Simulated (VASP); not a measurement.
# Ca: single point with PBE

Ca, a slab with vacuum:

```
Ca
1.0
     7.89131    0.00000    0.00000
     3.94566    6.83408    0.00000
     0.00000    0.00000   17.44323
Ca
13
Cartesian
  1.9728 1.1390 1.0000
  5.9185 1.1390 1.0000
  3.9457 4.5561 1.0000
  7.8913 4.5561 1.0000
  0.0077 2.2691 4.1177
  3.9159 2.2786 3.9983
  1.9723 5.6744 4.1224
  5.8680 5.7132 4.0246
  -0.1610 0.0694 7.4024
  3.8477 0.0240 7.0048
  1.9649 3.3966 7.3952
  5.8287 3.4570 6.9890
  4.8777 1.7444 10.0573
```

* Program: VASP 6.6.1
* Task: single point
* Functional: PBE
* Potentials or basis: VASP PAW PBE potentials, release 64 (Ca_sv)
* Cutoff: 400 eV
* k mesh: 3 × 3 × 1
* Occupations: fermi-dirac, width 0.05 eV
* Spin: no spin polarisation
* Dipole correction: no
* Further INCAR settings: ALGO = Normal; EDIFF = 1e-06; NBANDS = 77; NELMDL = -8

- Largest force: 0.062 eV/Å
- Band gap on the k mesh: zero (bands 65 and 66 overlap by 0.05 eV)

Forces in eV/Å, atoms in the order of the input:
```
Ca  -0.005  0.021 -0.040
Ca   0.003 -0.005  0.001
Ca  -0.024 -0.013 -0.034
Ca   0.012 -0.008  0.060
Ca   0.002  0.000  0.002
Ca  -0.001  0.006 -0.006
Ca   0.003 -0.002  0.001
Ca  -0.003  0.000 -0.002
Ca   0.007 -0.002  0.000
Ca   0.002 -0.001  0.006
Ca   0.001  0.003 -0.002
Ca   0.004  0.002  0.008
Ca  -0.002 -0.001  0.004
```

Levels at points of the mesh, in eV from the Fermi level:
| k point | band 63 | band 64 | band 65 | band 66 | band 67 | band 68 |
| --- | --- | --- | --- | --- | --- | --- |
| (0.00, 0.00, 0.00) | -0.57 | -0.55 | -0.53 | -0.08 | 0.01 | 0.04 |

Wall time 7.6 min on 1 thread of AMD EPYC 7R13 Processor (Zen 3), on a shared host, peak memory 0.68 GiB.
